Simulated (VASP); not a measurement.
# Mg2BeS3 (Pmm2) in VASP: notebook

Runs on Mg2BeS3. Level: PBE. Tasks: single point.

All numbers are computed with VASP 6.6.1; they aren't measurements. Logs are shortened: lines on timing, memory, paths and dates and some standing lists are left out, and cuts for length are marked.

## 1. The cell of the first run

The structure is orthorhombic, space group Pmm2 (No. 25). The conventional cell has a = 3.526 Å, b = 4.392 Å, c = 7.626 Å, α = 90.00°, β = 90.00°, γ = 90.00°. Within 3.8 Å of Mg (site symmetry mm2) lie 2 Be at 2.87 Å and 10 S at 3.05 to 3.42 Å and 2 Mg at 3.53 Å. Mg (site symmetry mm2) has 8 S at 2.91 to 3.21 Å and 4 Be at 3.07 Å and 2 Mg at 3.53 Å within 3.8 Å. Be (site symmetry mm2) has 3 S at 2.44 to 2.45 Å and 6 Mg at 2.87 to 3.07 Å within 3.2 Å. S (site symmetry mm2) has 5 S at 2.63 to 3.53 Å and 6 Mg at 3.17 to 3.21 Å within 3.6 Å. Within 3.2 Å of S (site symmetry mm2) lie 2 Be at 2.45 Å and 1 S at 2.63 Å and 6 Mg at 2.91 to 3.05 Å. S (site symmetry mm2) has 1 Be at 2.44 Å and 2 S at 2.64 Å and 4 Mg at 3.07 Å within 3.2 Å.

The cell was generated, and may not be a known phase.

## 2. Single point, PBE

Input file INCAR:

```
ALGO = Normal
EDIFF = 1E-6
ENCUT = 600
GGA = PE
GGA_COMPAT = F
ISIF = 2
ISMEAR = 0
LASPH = T
LCHARG = F
LREAL = F
LWAVE = F
NBANDS = 21
NELM = 120
PREC = Accurate
SIGMA = 0.1
```

Input file KPOINTS:

```
k-points
0
Gamma
  6 4 2
```

Input file POSCAR:

```
Mg2BeS3
1.0
    3.5264876300      0.0000000000      0.0000000000
    0.0000000000      4.3923698800      0.0000000000
    0.0000000000      0.0000000000      7.6262992700
Mg Be S
2 1 3
Direct
    0.0000000000      0.5000000000      0.0282520000
    0.0000000000      0.0000000000      0.4849210100
    0.5000000000      0.5000000000      0.3249149900
    0.5000000000      0.0000000000      0.8361600000
    0.5000000000      0.0000000000      0.1815239900
    0.5000000000      0.5000000000      0.6442279800
```

Potentials or basis: VASP PAW PBE potentials, release 64 (Mg, Be, S).

Command:

```sh
$ cat potpaw_PBE.64/Mg/POTCAR potpaw_PBE.64/Be/POTCAR potpaw_PBE.64/S/POTCAR > POTCAR
$ mpirun -np 1 vasp_std > vasp.out
```

OUTCAR:

```text
EDIFF = 1E-6
   ENCUT = 600
   GGA = PE
   ISIF = 2
   ISMEAR = 0
   LASPH = T
   LREAL = F
   NELM = 120
   PREC = Accurate

 ion  position               nearest neighbor table
   1  0.000  0.500  0.028-   3 2.87   3 2.87   5 3.05   5 3.05   5 3.05   5 3.05   4 3.17   4 3.17
                             4 3.17   4 3.17
   2  0.000  0.000  0.485-   5 2.91   5 2.91   6 3.07   6 3.07   6 3.07   6 3.07   4 3.21   4 3.21

   3  0.500  0.500  0.325-   6 2.44   5 2.45   5 2.45   1 2.87   1 2.87
   4  0.500  0.000  0.836-   5 2.63   6 2.64   6 2.64   1 3.17   1 3.17   1 3.17   1 3.17   2 3.21
                             2 3.21
   5  0.500  0.000  0.182-   3 2.45   3 2.45   4 2.63   2 2.91   2 2.91   1 3.05   1 3.05   1 3.05
                             1 3.05
   6  0.500  0.500  0.644-   3 2.44   4 2.64   4 2.64   2 3.07   2 3.07   2 3.07   2 3.07

  LATTYP: Found a simple orthorhombic cell.
 ALAT       =     3.5264876300
 B/A-ratio  =     1.2455367325
 C/A-ratio  =     2.1625764982

  Lattice vectors:

 A1 = (   3.5264876300,   0.0000000000,   0.0000000000)
 A2 = (   0.0000000000,   4.3923698800,   0.0000000000)
 A3 = (   0.0000000000,   0.0000000000,   7.6262992700)

Analysis of symmetry for initial positions (statically):
=====================================================================
 Subroutine PRICEL returns:
 Original cell was already a primitive cell.

 Routine SETGRP: Setting up the symmetry group for a
 simple orthorhombic supercell.

 Subroutine GETGRP returns: Found  4 space group operations
 (whereof  4 operations were pure point group operations)
 out of a pool of  8 trial point group operations.

The static configuration has the point symmetry C_2v.

Analysis of symmetry for dynamics (positions and initial velocities):
=====================================================================
 Subroutine PRICEL returns:
 Original cell was already a primitive cell.

 Routine SETGRP: Setting up the symmetry group for a
 simple orthorhombic supercell.

 Subroutine GETGRP returns: Found  4 space group operations
 (whereof  4 operations were pure point group operations)
 out of a pool of  8 trial point group operations.

The dynamic configuration has the point symmetry C_2v.

 Subroutine INISYM returns: Found  4 space group operations
 (whereof  4 operations are pure point group operations),
 and found     1 'primitive' translations
[... 101 lines left out ...]
   NELM   =    120;   NELMIN=  2; NELMDL= -5     # of ELM steps
   EDIFF  = 0.1E-05   stopping-criterion for ELM
   LREAL  =      F    real-space projection
   EDIFFG = 0.1E-04   stopping-criterion for IOM
   NSW    =      0    number of steps for IOM
   IBRION =     -1    ionic relax: 0-MD 1-quasi-New 2-CG
   NFREE  =      0    steps in history (QN), initial steepest desc. (CG)
   ISIF   =      2    stress and relaxation
   ISYM   =      2    0-nonsym 1-usesym 2-fastsym
   POTIM  = 0.5000    time-step for ionic-motion
   TEBEG  =    0.0;   TEEND  =   0.0 temperature during run
   PSTRESS=    0.0 pullay stress
   NELECT =      24.0000    total number of electrons
   NUPDOWN=      -1.0000    fix difference up-down
   EMIN   =  10.00;   EMAX   =-10.00  energy-range for DOS
   EFERMI =   0.00;   METHOD = LEGACY
   ISMEAR =     0;   SIGMA  =   0.10  broadening in eV -4-tet -1-fermi 0-gaus
   EFERMI_NEDOS =   21; number of points for ismear=-14 and -15
   IALGO  =     38    algorithm
   IMIX   =      4    mixing-type and parameters
     AMIX     =   0.40;   BMIX     =  1.00
     AMIX_MAG =   1.60;   BMIX_MAG =  1.00
  volume/ion in A,a.u.               =      19.69       132.86
  Fermi-wavevector in a.u.,A,eV,Ry     =   0.962410  1.818692 12.602170  0.926233
  Thomas-Fermi vector in A             =   2.091867
   LORBIT       =      0    0 simple, 1 ext, 2 COOP (PROOUT), +10 PAW based schemes
   GGA     = PE    functional components
   LHFCALC =     F    Hartree Fock is set to
   AEXX    =    0.0000 exact exchange contribution
   IVDW    =     0    specifies the selected vdW correction
   LEPSILON=     F    determine dielectric tensor
   LRPA    =     F    only Hartree local field effects (RPA)
 non-spin polarized calculation
 Gauss-broadening in eV      SIGMA  =   0.10
  energy-cutoff  :      600.00
  volume of cell :      118.13
 maximum number of plane-waves:      3974
   NGX = 15   NGY = 17   NGZ = 31

 number of electron      23.9999999 magnetization

 Free energy of the ion-electron system (eV)
  ---------------------------------------------------
  ext. energy  EPLUGINS =         0.00000000
  ---------------------------------------------------
  free energy    TOTEN  =       -19.08737103 eV

  energy without entropy =      -19.07005929  energy(sigma->0) =      -19.07871516

 E-fermi :   4.0775     XC(G=0):  -9.1918

 val. band max:        4.0653776683   @ k =   0.1667   0.2500   0.5000
 cond. band min:       4.1180008455   @ k =   0.5000   0.2500   0.0000
 fundamental gap:      0.0526231772
 Fermi energy:         4.0775109545

 k-point     1 :       0.0000    0.0000    0.0000
  band No.  band energies     occupation
      1     -10.0962      2.00000
      2      -9.1558      2.00000
      3      -7.1745      2.00000
      4      -1.3031      2.00000
      5      -0.8097      2.00000
      6       0.0935      2.00000
[... 565 lines left out ...]
     20       8.5795      0.00000
     21      10.5031      0.00000

------------------------ aborting loop because EDIFF is reached ----------------------------------------

  FORCE on cell =-STRESS in cart. coord.  units (eV):
  Direction    XX          YY          ZZ          XY          YZ          ZX
  --------------------------------------------------------------------------------------
  -------------------------------------------------------------------------------------
  Total       -2.4763348     -7.7998599     -5.4956743      0.0000000      0.0000000      0.0000000
  in kB      -33.5865068   -105.7894284    -74.5377803      0.0000000      0.0000000      0.0000000
  external PRESSURE =     -71.3045718 kB  Pullay stress =       0.0000000 kB

 VOLUME and BASIS-vectors are now :
 -----------------------------------------------------------------------------
  energy-cutoff  :      600.00
  volume of cell :      118.13
      direct lattice vectors                 reciprocal lattice vectors
     3.526487630  0.000000000  0.000000000     0.283568271  0.000000000  0.000000000
     0.000000000  4.392369880  0.000000000     0.000000000  0.227667530  0.000000000
     0.000000000  0.000000000  7.626299270     0.000000000  0.000000000  0.131125198

 POSITION                                       TOTAL-FORCE (eV/Angst)
 -----------------------------------------------------------------------------------
      0.00000      2.19618      0.21546         0.000000      0.000000     -0.701284
      0.00000      0.00000      3.69815         0.000000      0.000000      0.489468
      1.76324      2.19618      2.47790         0.000000      0.000000      0.801151
      1.76324      0.00000      6.37681         0.000000      0.000000      0.359573
      1.76324      0.00000      1.38436         0.000000      0.000000      2.035700
      1.76324      2.19618      4.91308         0.000000      0.000000     -2.984608
 -----------------------------------------------------------------------------------
    total drift:                               -0.000000     -0.000000      0.000365

  FREE ENERGIE OF THE ION-ELECTRON SYSTEM (eV)
  ---------------------------------------------------
  free  energy   TOTEN  =       -19.0873710312 eV

  energy  without entropy=      -19.0700592904  energy(sigma->0) =      -19.07871516
```

OSZICAR:

```text
N       E                     dE             d eps       ncg     rms          rms(c)
DAV:   1     0.969418855927E+02    0.96942E+02   -0.10244E+04  1008   0.106E+03
DAV:   2    -0.100130003119E+02   -0.10695E+03   -0.10172E+03  1316   0.164E+02
DAV:   3    -0.200568147874E+02   -0.10044E+02   -0.98592E+01  1329   0.524E+01
DAV:   4    -0.202199113444E+02   -0.16310E+00   -0.16249E+00  1217   0.777E+00
DAV:   5    -0.202230759070E+02   -0.31646E-02   -0.31638E-02  1331   0.111E+00    0.129E+01
DAV:   6    -0.193348862549E+02    0.88819E+00   -0.37013E+00  1222   0.631E+00    0.875E+00
DAV:   7    -0.191926684285E+02    0.14222E+00   -0.19648E+00  1266   0.481E+00    0.511E+00
DAV:   8    -0.190973650916E+02    0.95303E-01   -0.45721E-01  1162   0.277E+00    0.576E-01
DAV:   9    -0.190882432671E+02    0.91218E-02   -0.48205E-02  1197   0.106E+00    0.328E-01
DAV:  10    -0.190875225861E+02    0.72068E-03   -0.38205E-03  1277   0.311E-01    0.183E-01
DAV:  11    -0.190873842949E+02    0.13829E-03   -0.47526E-04  1367   0.101E-01    0.687E-02
DAV:  12    -0.190873720483E+02    0.12247E-04   -0.10149E-04  1257   0.514E-02    0.166E-02
DAV:  13    -0.190873706073E+02    0.14410E-05   -0.12264E-05  1234   0.175E-02    0.979E-03
DAV:  14    -0.190873710312E+02   -0.42394E-06   -0.24080E-06  1057   0.812E-03
   1 F= -.19087371E+02 E0= -.19078715E+02  d E =-.173117E-01
```

stdout:

```text
POSCAR found type information on POSCAR MgBeS
 POSCAR found :  3 types and       6 ions
 scaLAPACK will be used
 LDA part: xc-table for (Slater+PW92), standard interpolation
 POSCAR, INCAR and KPOINTS ok, starting setup
 FFT: planning ... GRIDC
 FFT: planning ... GRID_SOFT
 FFT: planning ... GRID
 WAVECAR not read
 entering main loop
```

It took 2.1 min on 1 thread of Intel Xeon 8259CL, shared host; peak memory 0.25 GiB.

What came out:

* Free energy: -19.0874 eV
* Pressure: -7.1 GPa
* Largest force: 2.985 eV/Å
* Band gap on the k mesh: zero (bands 12 and 13 overlap by 1.80 eV)

Forces in eV/Å, atoms in the order of the input:
```
Mg   0.000  0.000 -0.701
Mg   0.000  0.000  0.489
Be   0.000  0.000  0.801
S    0.000  0.000  0.360
S    0.000  0.000  2.036
S    0.000  0.000 -2.985
```

Levels at points of the mesh, in eV from the Fermi level:
| k point | band 8 | band 9 | band 10 | band 11 | band 12 | band 13 | band 14 | band 15 | band 16 | band 17 |
| --- | --- | --- | --- | --- | --- | --- | --- | --- | --- | --- |
| (0.00, 0.00, 0.00) | -2.44 | -2.15 | -1.36 | -0.88 | -0.79 | 0.16 | 1.14 | 2.76 | 3.82 | 3.93 |
| (0.50, 0.00, 0.00) | -3.44 | -3.29 | -2.86 | -0.66 | -0.07 | 0.12 | 0.57 | 1.82 | 3.31 | 3.43 |
| (0.00, 0.50, 0.00) | -1.75 | -0.96 | -0.83 | -0.75 | -0.40 | 0.99 | 2.37 | 2.74 | 3.78 | 4.19 |
| (0.50, 0.50, 0.00) | -4.01 | -3.13 | -1.96 | -1.42 | -0.02 | 0.19 | 0.63 | 1.02 | 2.83 | 4.11 |
| (0.00, 0.00, 0.50) | -2.01 | -1.82 | -1.63 | -1.52 | -0.19 | 0.32 | 0.95 | 2.67 | 3.11 | 3.29 |
| (0.50, 0.00, 0.50) | -3.80 | -2.76 | -2.10 | -0.79 | 0.06 | 0.13 | 0.36 | 2.29 | 3.09 | 3.35 |
| (0.00, 0.50, 0.50) | -2.22 | -1.74 | -0.95 | -0.43 | 1.17 | 2.28 | 2.32 | 2.41 | 3.68 | 4.04 |
| (0.50, 0.50, 0.50) | -3.94 | -3.38 | -3.35 | -1.79 | -0.89 | 1.53 | 1.56 | 2.34 | 3.29 | 3.56 |

Caveat: the k points lie up to 0.41 Å⁻¹ apart, too coarse for converged energies and pressures of a metal; forces of over 1 eV/Å act on the atoms, so gaps and moduli don't describe the material at rest.

[end of part 1 of 2]

The gap in the log of VASP goes by the Fermi energy; the results here count the filled bands.